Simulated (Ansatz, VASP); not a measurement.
# AlP in VASP and in Ansatz

```xyz
2
Lattice="0.0000 2.7169 2.7169 2.7169 0.0000 2.7169 2.7169 2.7169 0.0000" Properties=species:S:1:pos:R:3 pbc="T T T"
Al    0.0000    0.0000    0.0000
P     1.3584    1.3584    1.3584
```

Alike in both runs: task single point; functional LDA; k mesh 10 × 10 × 10; occupations gaussian, width 0.02 eV; no spin polarisation.

|  | VASP | Ansatz |
| --- | --- | --- |
| version | VASP 6.6.1 | Ansatz 0.2.0 |
| potentials or method | VASP PAW LDA potentials, release 64 (Al, P), cutoff 500 eV | scalar-relativistic, plane waves, PAW |
| valence electrons in the cell | 8 | 8 |

VASP gave:

* gap on the k mesh at the Fermi level (eV): 1.41
* least direct gap on the mesh (eV): 3.24
* pressure (GPa): 0.1

Which values does Ansatz return?

gap on the k mesh at the Fermi level (eV): 1.42; least direct gap on the mesh (eV): 3.23; pressure (GPa): 0.0.

Ansatz warns that its potentials were made for another functional, while VASP's fit it. LDA's correlation is that of Perdew and Zunger in VASP and of Perdew and Wang (1992) in Ansatz.
